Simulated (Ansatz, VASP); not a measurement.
**TlCl: VASP beside Ansatz**

```
Tl Cl
1.0
     3.76930   -0.00942   -0.00942
    -0.00942    3.76930   -0.00942
    -0.00942   -0.00942    3.76930
Tl Cl
1 1
Direct
  0.00000 0.00000 0.00000
  0.50000 0.50000 0.50000
```

Change from the starting cell: equal xy, yz and zx engineering shears of -0.5 %.

Alike in both runs: functional PBEsol; k mesh 6 × 6 × 6; no spin polarisation.

Ansatz relaxed the structure, and its values are those at the end. VASP's run is a single point on that final structure, the one shown.

```csv
,VASP,Ansatz
version,VASP 6.6.1,Ansatz 0.2.0
potentials or method,"VASP PAW PBE potentials, release 64 (Tl_d, Cl), cutoff 500 eV","all-electron LAPW, scalar-relativistic"
occupations,"gaussian, width 0.01 eV",fixed
```

|  | VASP | Ansatz | Ansatz less VASP |
| --- | --- | --- | --- |
| gap on the k mesh at the Fermi level (eV) | 1.80 | 1.79 | -0.006 |
| pressure (GPa) | -0.1 | 0.0 | +0.07 |

VASP's potentials were made for PBE, not for PBEsol. Ansatz ran all-electron here, and VASP with PAW potentials.

Neither program's run includes spin-orbit coupling.
